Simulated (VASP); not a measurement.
Write the native input for VASP 6.6.1 that does the following.

- Task: single point
- Functional: PBE
- Dispersion: D3(BJ)
- Potentials or basis: VASP PAW PBE potentials, release 64 (Se, Pt)
- Cutoff: 520 eV
- k mesh: 9 × 9 × 1
- Occupations: gaussian, width 0.05 eV
- Spin: no spin polarisation
- Dipole correction: yes
- Further INCAR settings: ALGO = Normal; EDIFF = 1e-06; NBANDS = 31

The structure of PtSe2 lies in POSCAR:

```
PtSe2
1.0
    3.7070358035      0.0000000000      0.0000000000
   -1.8535179017      3.2103871786      0.0000000000
    0.0000000000      0.0000000000     22.7981617435
Se Pt
4 2
Direct
    0.6666666667      0.3333333333      0.1973843352
    0.3333333333      0.6666666667      0.3135814612
    0.5000000000      1.3333333333      0.4763138798
    0.8333333333      1.0000000000      0.5925110057
    0.0000000000      0.0000000000      0.2554828982
    1.1666666667      1.6666666667      0.5344124428
```

This cell differs from its parent crystal: layers slid over each other.

These files were run (other wordings do the same):

INCAR

```
SYSTEM = PtSe2
ALGO = Normal
DIPOL = 0.5 0.5 0.395
EDIFF = 1E-6
ENCUT = 520
GGA = PE
IDIPOL = 3
ISIF = 2
ISMEAR = 0
IVDW = 12
LASPH = .TRUE.
LCHARG = .FALSE.
LDIPOL = .TRUE.
LREAL = .FALSE.
LWAVE = .FALSE.
NBANDS = 31
NELM = 80
PREC = Accurate
SIGMA = 0.05
```

KPOINTS

```
k-points
0
G
  9 9 1
  0 0 0
```

Potentials or basis: VASP PAW PBE potentials, release 64 (Se, Pt).

The run is started by

```bash
$ cat potpaw_PBE.64/Se/POTCAR potpaw_PBE.64/Pt/POTCAR > POTCAR
$ mpirun -np 1 vasp_std > vasp.out
```

It gave:

* Largest force: 0.087 eV/Å
* Band gap on the k mesh: 1.07 eV (least direct gap 1.23 eV)
* Dispersion energy per atom: -0.338 eV

Caveat: the cell differs from its parent crystal (layers slid over each other); spin-orbit coupling is left out, which moves the levels of the heavy elements.

It took 13 min on 1 thread of Intel Xeon 8259CL (shared host), peak memory 0.55 GiB.
